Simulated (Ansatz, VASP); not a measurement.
# Two plane-wave programs on Al7Cu

Contents of INCAR:

```
PREC = Accurate
ENCUT = 520
EDIFF = 1E-6
ISMEAR = 0
SIGMA = 0.1
LREAL = F
LASPH = T
NELM = 100
ALGO = Normal
ISIF = 2
LWAVE = F
LCHARG = F
GGA = PE
NBANDS = 26
```

The input KPOINTS:

```
Automatic mesh
0
Gamma
  4 4 4
```

Contents of POSCAR:

```
Al7Cu
1.0
    5.4136110500      0.0000000000      0.0000000000
    0.0000000000      5.4136110500      0.0000000000
    0.0000000000      0.0000000000      5.4136110500
Al Cu
7 1
Direct
    0.2526152100      0.2526152100      0.2526152100
    0.0000000000      0.5000000000      0.5000000000
    0.5000000000      0.5000000000      0.0000000000
    0.5000000000      0.0000000000      0.5000000000
    0.7473847900      0.2526152100      0.7473847900
    0.7473847900      0.7473847900      0.2526152100
    0.2526152100      0.7473847900      0.7473847900
    0.0000000000      0.0000000000      0.0000000000
```

Input for Ansatz:

```yaml
crystal:
  lattice:
    - [5.41361105, 0.0, 0.0]
    - [0.0, 5.41361105, 0.0]
    - [0.0, 0.0, 5.41361105]
  atoms:
    - { symbol: Al, position: [0.25261521, 0.25261521, 0.25261521] }
    - { symbol: Al, position: [0.0, 0.5, 0.5] }
    - { symbol: Al, position: [0.5, 0.5, 0.0] }
    - { symbol: Al, position: [0.5, 0.0, 0.5] }
    - { symbol: Al, position: [0.74738479, 0.25261521, 0.74738479] }
    - { symbol: Al, position: [0.74738479, 0.74738479, 0.25261521] }
    - { symbol: Al, position: [0.25261521, 0.74738479, 0.74738479] }
    - { symbol: Cu, position: [0.0, 0.0, 0.0] }
basis:
  ecutwfc: 420
kpoints:
  mp_grid: { grid: [4, 4, 4] }
hamiltonian:
  xc: pbe
scf:
  occupations: { method: gaussian, width: 0.1 }
  lower_state_search: "off"
output:
  forces: true
  stress: true
  eigenvalues: true
```

Change from the starting cell: species swapped into the Si7Ge type (P-43m, No. 215).

Alike in both runs: task single point; functional PBE; k mesh 4 × 4 × 4; occupations gaussian, width 0.1 eV; no spin polarisation.

```csv
,VASP,Ansatz
version,VASP 6.6.1,Ansatz 0.2.0
potentials or method,"VASP PAW PBE potentials, release 64 (Al, Cu), cutoff 520 eV","scalar-relativistic, plane waves, PAW"
valence electrons in the cell,32,40
```

```tsv
	VASP	Ansatz	Ansatz less VASP
gap on the k mesh at the Fermi level (eV)	none	none	-
pressure (GPa)	19.5	19.4	-0.12
rms of the force components (eV/Å)	0.628	0.634	+0.0059
```

Atom by atom the forces differ by 0.006 eV/Å (rms over components). A gap of «none» marks a metal or a gap that the smearing closes. VASP's potentials hold 32 valence electrons a cell and Ansatz's 40, so a difference there can come from the potentials and not from the codes.
